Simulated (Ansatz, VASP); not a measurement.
## Cd in VASP and in Ansatz

The input INCAR:

```
SYSTEM = Cd
PREC     = Accurate       ! precision mode
ENCUT    = 520            ! plane-wave cutoff, eV
EDIFF    = 1E-6           ! SCF threshold, eV
ISMEAR   = -1             ! smearing method
SIGMA    = 0.3            ! smearing width, eV
LREAL    = .FALSE.        ! projectors in reciprocal space
LASPH    = .TRUE.         ! aspherical terms in the spheres
NELM     = 60             ! most SCF steps
ALGO     = Normal         ! electronic algorithm
ISIF     = 2              ! what is computed and relaxed
LWAVE    = .FALSE.        ! write WAVECAR
LCHARG   = .FALSE.        ! write CHGCAR
NBANDS   = 19             ! bands
```

The input KPOINTS:

```
regular mesh
0
G
  13 13 6
  0 0 0
```

The input POSCAR:

```
Cd
1.0
    2.8818641727      0.0000000000      0.0000000000
   -1.4409320863      2.4957675838      0.0000000000
    0.0000000000      0.0000000000      5.6383707528
Cd
2
Direct
    0.3333333333      0.6666666667      0.2500000000
    0.6666666667      0.3333333333      0.7500000000
```

Input for Ansatz:

```yaml
crystal:
  lattice:
    - [2.8818641727, 0.0, 0.0]
    - [-1.4409320863, 2.4957675838, 0.0]
    - [0.0, 0.0, 5.6383707528]
  atoms:
    - { symbol: Cd, position: [0.3333333333, 0.6666666667, 0.25] }
    - { symbol: Cd, position: [0.6666666667, 0.3333333333, 0.75] }
hamiltonian:
  xc: lda
  pseudopotentials:
    kind: paw
    azcp:
      Cd: "pseudopotentials/Cd.paw.azcp"
basis:
  ecutwfc: 420
  fft_grid_basis: typed
kpoints:
  mp_grid: { grid: [13, 13, 6], shift: [0, 0, 0] }
magnetization:
  spin_polarized: false
scf:
  occupations: { method: fermi_dirac, width: 0.3 }
  lower_state_search: "off"
output:
  stress: true
```

Alike in both runs: task single point; functional LDA; k mesh 13 × 13 × 6; occupations fermi-dirac, width 0.3 eV; no spin polarisation.

|  | VASP | Ansatz |
| --- | --- | --- |
| version | VASP 6.6.1 | Ansatz 0.2.0 |
| potentials or method | VASP PAW LDA potentials, release 64 (Cd), cutoff 520 eV | plane waves (420 eV) with PAW, scalar-relativistic |
| valence electrons in the cell | 24 | 40 |

Ansatz gave:

| Quantity | Value |
| --- | --- |
| pressure (GPa) | 0.5 |
| traceless stress, the component that is largest in VASP (GPa) | -1.47 |

Question: Which values does VASP return?

Answer: Pressure (GPa): 1.2; traceless stress, the component that is largest in VASP (GPa): -1.83.

Ansatz warns that its potentials were made for another functional, while VASP's fit it. LDA's correlation is that of Perdew and Zunger in VASP and of Perdew and Wang (1992) in Ansatz. VASP's potentials hold 24 valence electrons a cell and Ansatz's 40, so a difference there can come from the potentials and not from the codes.
